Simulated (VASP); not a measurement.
# TaSi2 (P6_222) in VASP: single point with r2SCAN+U

Aim: the single point of TaSi2 with r2SCAN+U.

Program: VASP 6.6.1. These are calculated values, not measurements. Logs are shortened: lines on timing, memory, paths and dates and some standing lists are left out, and cuts for length are marked.

## (1) The cell of the first run

It takes space group P6_222 (No. 180, hexagonal). Conventional cell: a = 4.780 Å, b = 4.780 Å, c = 6.564 Å, α = 90.00°, β = 90.00°, γ = 120.00°. Within 3.4 Å of Ta (site symmetry 222) lie 10 Si at 2.59 to 2.76 Å and 4 Ta at 3.24 Å. Si (site symmetry 2) has 9 Si at 2.59 to 3.24 Å and 5 Ta at 2.59 to 2.76 Å within 3.4 Å.

## (2) Single point, r2SCAN+U

File POSCAR:

```
TaSi2
1.0
    4.7800000000      0.0000000000      0.0000000000
   -2.3900000000      4.1396014301      0.0000000000
    0.0000000000      0.0000000000      6.5640000000
Ta Si
3 6
Direct
    0.0000000000      0.5000000000      0.1666666667
    0.5000000000      0.5000000000      0.8333333333
    0.5000000000      0.0000000000      0.5000000000
    0.3333000000      0.1666500000      0.1666666667
    0.1666500000      0.8333500000      0.8333333333
    0.8333500000      0.6667000000      0.5000000000
    0.6667000000      0.8333500000      0.1666666667
    0.8333500000      0.1666500000      0.8333333333
    0.1666500000      0.3333000000      0.5000000000
```

File INCAR.step1:

```
ALGO = Normal
EDIFF = 1E-5
ENCUT = 550
GGA = PE
GGA_COMPAT = F
ISMEAR = -1
LASPH = T
LCHARG = F
LDAU = T
LDAUJ = 0 0
LDAUL = 2 -1
LDAUTYPE = 2
LDAUU = 3 0
LMAXMIX = 4
LREAL = F
LWAVE = T
NBANDS = 42
NELM = 200
PREC = Accurate
SIGMA = 0.05
```

File INCAR.step2:

```
ALGO = Normal
EDIFF = 1E-6
ENCUT = 550
GGA_COMPAT = F
ISIF = 2
ISMEAR = -1
ISTART = 1
LASPH = T
LCHARG = F
LDAU = T
LDAUJ = 0 0
LDAUL = 2 -1
LDAUPRINT = 1
LDAUTYPE = 2
LDAUU = 3 0
LMAXMIX = 4
LMIXTAU = T
LREAL = F
LWAVE = F
METAGGA = R2SCAN
NBANDS = 42
NELM = 200
PREC = Accurate
SIGMA = 0.05
```

File KPOINTS:

```
k-points
0
Gamma
  5 5 3
```

Potentials or basis: VASP PAW PBE potentials, release 64 (Ta_sv_GW, Si).

On the command line:

```
cat potpaw_PBE.64/Ta_sv_GW/POTCAR potpaw_PBE.64/Si/POTCAR > POTCAR
cp INCAR.step1 INCAR
mpirun -np 1 vasp_std > vasp.out
cp INCAR.step2 INCAR
mpirun -np 1 vasp_std > vasp.out
```

OUTCAR:

```text
EDIFF = 1E-6
   ENCUT = 550
   ISIF = 2
   ISMEAR = -1
   ISTART = 1
   LASPH = T
   LREAL = F
   METAGGA = R2SCAN
   NELM = 200
   PREC = Accurate

 ion  position               nearest neighbor table
   1  0.000  0.500  0.167-   6 2.59   9 2.59   8 2.59   5 2.59   4 2.76   7 2.76   4 2.76   7 2.76
                             7 2.76   4 2.76   3 3.24   3 3.24   2 3.24   2 3.24
   2  0.500  0.500  0.833-   6 2.59   9 2.59   7 2.59   4 2.59   5 2.76   8 2.76   5 2.76   8 2.76
                             8 2.76   5 2.76   3 3.24   3 3.24   1 3.24   1 3.24
   3  0.500  0.000  0.500-   4 2.59   7 2.59   5 2.59   8 2.59   9 2.76   6 2.76   9 2.76   6 2.76
                             9 2.76   6 2.76   2 3.24   1 3.24   2 3.24   1 3.24
   4  0.333  0.167  0.167-   9 2.59   5 2.59   3 2.59   2 2.59   7 2.76   1 2.76   1 2.76   1 2.76
                             7 2.76   7 2.76
   5  0.167  0.833  0.833-   6 2.59   4 2.59   3 2.59   1 2.59   8 2.76   2 2.76   2 2.76   2 2.76
                             8 2.76   8 2.76
   6  0.833  0.667  0.500-   5 2.59   7 2.59   1 2.59   2 2.59   9 2.76   3 2.76   3 2.76   3 2.76
                             9 2.76   9 2.76
   7  0.667  0.833  0.167-   6 2.59   8 2.59   3 2.59   2 2.59   4 2.76   1 2.76   1 2.76   1 2.76
                             4 2.76   4 2.76
   8  0.833  0.167  0.833-   9 2.59   7 2.59   3 2.59   1 2.59   5 2.76   2 2.76   2 2.76   2 2.76
                             5 2.76   5 2.76
   9  0.167  0.333  0.500-   8 2.59   4 2.59   1 2.59   2 2.59   6 2.76   3 2.76   3 2.76   3 2.76
                             6 2.76   6 2.76

  LATTYP: Found a hexagonal cell.
 ALAT       =     4.7800000000
 C/A-ratio  =     1.3732217573

  Lattice vectors:

 A1 = (   4.7800000000,   0.0000000000,   0.0000000000)
 A2 = (  -2.3900000000,   4.1396014301,   0.0000000000)
 A3 = (   0.0000000000,   0.0000000000,   6.5640000000)

Analysis of symmetry for initial positions (statically):
=====================================================================
 Subroutine PRICEL returns:
 Original cell was already a primitive cell.

 Routine SETGRP: Setting up the symmetry group for a
 hexagonal supercell.

 Subroutine GETGRP returns: Found 12 space group operations
 (whereof  4 operations were pure point group operations)
 out of a pool of 24 trial point group operations.

The static configuration has the point symmetry D_2 .
 The point group associated with its full space group is D_6 .

Analysis of symmetry for dynamics (positions and initial velocities):
=====================================================================
 Subroutine PRICEL returns:
 Original cell was already a primitive cell.

 Routine SETGRP: Setting up the symmetry group for a
 hexagonal supercell.

 Subroutine GETGRP returns: Found 12 space group operations
 (whereof  4 operations were pure point group operations)
 out of a pool of 24 trial point group operations.

The dynamic configuration has the point symmetry D_2 .
 The point group associated with its full space group is D_6 .

 Subroutine INISYM returns: Found 12 space group operations
 (whereof  4 operations are pure point group operations),
 and found     1 'primitive' translations

----------------------------------------------------------------------------------------

                                     Primitive cell

  volume of cell :     129.8838

  direct lattice vectors                    reciprocal lattice vectors
     4.780000000  0.000000000  0.000000000     0.209205021  0.120784575  0.000000000
    -2.390000000  4.139601430  0.000000000     0.000000000  0.241569150  0.000000000
     0.000000000  0.000000000  6.564000000     0.000000000  0.000000000  0.152346130

[... 68 lines left out ...]
   dimension x,y,z NGXF=    80 NGYF=   80 NGZF=  100
   ions per type =               3   6
   NGX,Y,Z   is equivalent  to a cutoff of  13.91, 13.91, 12.66 a.u.
   NGXF,Y,Z  is equivalent  to a cutoff of  27.82, 27.82, 25.33 a.u.
 SYSTEM =  unknown system
   PREC   = accura    normal or accurate (medium, high low for compatibility)
   ISTART =      1    job   : 0-new  1-cont  2-samecut
   ICHARG =      0    charge: 1-file 2-atom 10-const
   ISPIN  =      1    spin polarized calculation?
   LNONCOLLINEAR =      F non collinear calculations
   LSORBIT =      F    spin-orbit coupling
   LASPH  =      T    aspherical Exc in radial PAW
   ENCUT  =  550.0 eV  40.42 Ry    6.36 a.u.   9.14  9.14 12.55*2*pi/ulx,y,z
   NELM   =    200;   NELMIN=  2; NELMDL=  0     # of ELM steps
   EDIFF  = 0.1E-05   stopping-criterion for ELM
   LREAL  =      F    real-space projection
   EDIFFG = 0.1E-04   stopping-criterion for IOM
   NSW    =      0    number of steps for IOM
   IBRION =     -1    ionic relax: 0-MD 1-quasi-New 2-CG
   NFREE  =      0    steps in history (QN), initial steepest desc. (CG)
   ISIF   =      2    stress and relaxation
   ISYM   =      2    0-nonsym 1-usesym 2-fastsym
   POTIM  = 0.5000    time-step for ionic-motion
   TEBEG  =    0.0;   TEEND  =   0.0 temperature during run
   PSTRESS=    0.0 pullay stress
   NELECT =      63.0000    total number of electrons
   NUPDOWN=      -1.0000    fix difference up-down
   EMIN   =  10.00;   EMAX   =-10.00  energy-range for DOS
   EFERMI =   0.00;   METHOD = LEGACY
   ISMEAR =    -1;   SIGMA  =   0.05  broadening in eV -4-tet -1-fermi 0-gaus
   EFERMI_NEDOS =   21; number of points for ismear=-14 and -15
   IALGO  =     38    algorithm
   IMIX   =      4    mixing-type and parameters
     AMIX     =   0.40;   BMIX     =  1.00
     AMIX_MAG =   1.60;   BMIX_MAG =  1.00
  volume/ion in A,a.u.               =      14.43        97.39
  Fermi-wavevector in a.u.,A,eV,Ry     =   1.286283  2.430723 22.511181  1.654525
  Thomas-Fermi vector in A             =   2.418367
   LORBIT       =      0    0 simple, 1 ext, 2 COOP (PROOUT), +10 PAW based schemes
 LDA+U is selected, type is set to LDAUTYPE =  2
   angular momentum for each species LDAUL =     2   -1
   U (eV)           for each species LDAUU =   3.0  0.0
   J (eV)           for each species LDAUJ =   0.0  0.0
   METAGGA = R2SCAN    functional components
   LHFCALC =     F    Hartree Fock is set to
   AEXX    =    0.0000 exact exchange contribution
   IVDW    =     0    specifies the selected vdW correction
   LEPSILON=     F    determine dielectric tensor
   LRPA    =     F    only Hartree local field effects (RPA)
 non-spin polarized calculation
  energy-cutoff  :      550.00
  volume of cell :      129.88
 maximum number of plane-waves:      3818
 NGX is ok and might be reduce to    40
   NGX = 19   NGY = 19   NGZ = 25

atom =   1  type =  1  l = 2

 onsite density matrix

spin component  1
[... 83 lines left out ...]
  o =  0.2222  v =  0.0000 -0.0000 -0.9996  0.0000 -0.0268  0.0000  0.0000  0.0000  0.0000  0.0000      0.0000  0.0000  0.0000  0.0000  0.0000  0.0000  0.0000  0.0000  0.0000  0.0000
  o =  0.2222  v =  0.0000  0.0000  0.0000  0.0000  0.0000  0.0000 -0.0000 -0.9996  0.0000 -0.0268      0.0000  0.0000  0.0000  0.0000  0.0000  0.0000  0.0000  0.0000  0.0000  0.0000
  o =  0.2263  v =  0.0000  1.0000 -0.0000  0.0000  0.0000  0.0000  0.0000  0.0000  0.0000  0.0000      0.0000  0.0000  0.0000  0.0000  0.0000  0.0000  0.0000  0.0000  0.0000  0.0000
  o =  0.2263  v =  0.0000  0.0000  0.0000  0.0000  0.0000  0.0000  1.0000 -0.0000  0.0000  0.0000      0.0000  0.0000  0.0000  0.0000  0.0000  0.0000  0.0000  0.0000  0.0000  0.0000
  o =  0.2294  v =  0.0000  0.0000  0.0000  0.0000  0.0000  1.0000  0.0000  0.0000  0.0000  0.0000      0.0000  0.0000  0.0000  0.0000  0.0000  0.0000  0.0000  0.0000  0.0000  0.0000
  o =  0.2294  v =  1.0000  0.0000  0.0000  0.0000  0.0000  0.0000  0.0000  0.0000  0.0000  0.0000      0.0000  0.0000  0.0000  0.0000  0.0000  0.0000  0.0000  0.0000  0.0000  0.0000
  o =  0.2367  v =  0.0000  0.0000  0.0000  0.0000  0.0000  0.0000 -0.0000 -0.0268  0.0000  0.9996      0.0000  0.0000  0.0000  0.0000  0.0000  0.0000  0.0000  0.0000  0.0000  0.0000
  o =  0.2367  v =  0.0000 -0.0000 -0.0268  0.0000  0.9996  0.0000  0.0000  0.0000  0.0000  0.0000      0.0000  0.0000  0.0000  0.0000  0.0000  0.0000  0.0000  0.0000  0.0000  0.0000
  o =  0.2764  v =  0.0000  0.0000 -0.0000 -1.0000  0.0000  0.0000  0.0000  0.0000  0.0000  0.0000      0.0000  0.0000  0.0000  0.0000  0.0000  0.0000  0.0000  0.0000  0.0000  0.0000
  o =  0.2764  v =  0.0000  0.0000  0.0000  0.0000  0.0000  0.0000  0.0000 -0.0000 -1.0000  0.0000      0.0000  0.0000  0.0000  0.0000  0.0000  0.0000  0.0000  0.0000  0.0000  0.0000

 number of electron      63.0000000 magnetization

 Free energy of the ion-electron system (eV)
  ---------------------------------------------------
  ext. energy  EPLUGINS =         0.00000000
  ---------------------------------------------------
  free energy    TOTEN  =      -201.42186789 eV

  energy without entropy =     -201.38194577  energy(sigma->0) =     -201.40190683

 E-fermi :  11.7027     XC(G=0): -13.1585

 val. band max:       11.5674359144   @ k =   0.4000  -0.0000   0.0000
 cond. band min:      11.7267349173   @ k =   0.4000  -0.0000   0.0000
 fundamental gap:      0.1592990029
 Fermi energy:        11.7027383920

 k-point     1 :       0.0000    0.0000    0.0000
  band No.  band energies     occupation
      1     -58.6512      2.00000
      2     -58.6342      2.00000
      3     -58.6342      2.00000
      4     -24.5789      2.00000
      5     -24.5768      2.00000
      6     -24.5768      2.00000
[... 439 lines left out ...]
     41      15.4388      0.00000
     42      15.6905      0.00000

------------------------ aborting loop because EDIFF is reached ----------------------------------------

  FORCE on cell =-STRESS in cart. coord.  units (eV):
  Direction    XX          YY          ZZ          XY          YZ          ZX
  --------------------------------------------------------------------------------------
  -------------------------------------------------------------------------------------
  Total        3.2437477      3.2437477      4.2158816      0.0000000      0.0000000      0.0000000
  in kB       40.0131423     40.0131423     52.0048665      0.0000000      0.0000000      0.0000000
  external PRESSURE =      44.0103837 kB  Pullay stress =       0.0000000 kB

 VOLUME and BASIS-vectors are now :
 -----------------------------------------------------------------------------
  energy-cutoff  :      550.00
  volume of cell :      129.88
      direct lattice vectors                 reciprocal lattice vectors
     4.780000000  0.000000000  0.000000000     0.209205021  0.120784575  0.000000000
    -2.390000000  4.139601430  0.000000000     0.000000000  0.241569150  0.000000000
     0.000000000  0.000000000  6.564000000     0.000000000  0.000000000  0.152346130

 POSITION                                       TOTAL-FORCE (eV/Angst)
 -----------------------------------------------------------------------------------
     -1.19500      2.06980      1.09400        -0.000000      0.000000      0.000000
      1.19500      2.06980      5.47000        -0.000000      0.000000      0.000000
      2.39000      0.00000      3.28200        -0.000000      0.000000      0.000000
      1.19488      0.68986      1.09400        -0.802712     -0.463446      0.000000
     -1.19512      3.44974      5.47000        -0.802712      0.463446     -0.000000
      2.39000      2.75987      3.28200        -0.000000      0.926892      0.000000
      1.19512      3.44974      1.09400         0.802712      0.463446     -0.000000
      3.58512      0.68986      5.47000         0.802712     -0.463446     -0.000000
     -0.00000      1.37973      3.28200        -0.000000     -0.926892      0.000000
 -----------------------------------------------------------------------------------
    total drift:                                0.000000     -0.000000      0.000001

  FREE ENERGIE OF THE ION-ELECTRON SYSTEM (eV)
  ---------------------------------------------------
  free  energy   TOTEN  =      -201.4218678924 eV

  energy  without entropy=     -201.3819457681  energy(sigma->0) =     -201.40190683
```

Wall time 6.1 min (1 thread of AMD EPYC 7R43 (Zen 3), shared host); peak memory 0.28 GiB.

What came out:

- Free energy: -201.4219 eV
- Pressure: 4.4 GPa
- Largest force: 0.927 eV/Å
- Band gap on the k mesh: zero (an odd number of electrons rules out a gap without spin polarisation)

Forces on the atoms (eV/Å):
```
Ta   0.000  0.000  0.000
Ta   0.000  0.000  0.000
Ta   0.000  0.000  0.000
Si  -0.803 -0.463  0.000
Si  -0.803  0.463  0.000
Si   0.000  0.927  0.000
Si   0.803  0.463  0.000
Si   0.803 -0.463  0.000
Si   0.000 -0.927  0.000
```

Stress tensor (GPa, compression positive):
```
4.00 0.00 0.00
0.00 4.00 0.00
0.00 0.00 5.20
```

Eigenvalues of the final occupation matrices:
| site | spin | trace | eigenvalues |
| --- | --- | --- | --- |
| site 1 d | 1 | 1.19 | 0.22 0.23 0.23 0.24 0.28 |
| site 1 d | 2 | 1.19 | 0.22 0.23 0.23 0.24 0.28 |
| site 2 d | 1 | 1.19 | 0.22 0.23 0.23 0.24 0.28 |
| site 2 d | 2 | 1.19 | 0.22 0.23 0.23 0.24 0.28 |
| site 3 d | 1 | 1.19 | 0.22 0.23 0.23 0.24 0.28 |
| site 3 d | 2 | 1.19 | 0.22 0.23 0.23 0.24 0.28 |

Caveat: the cell stands under pressure; the PAW data sets were made with another functional, which shifts forces and pressure a little; spin-orbit coupling is left out, which moves the levels of the heavy elements; an odd number of electrons without spin polarisation forces a metal; a magnetic or distorted state may lie lower; U without spin polarisation on a metal has little footing; the U is typed as a test and isn't derived for this compound.

The gap in the log of VASP goes by the Fermi energy; the results here count the filled bands.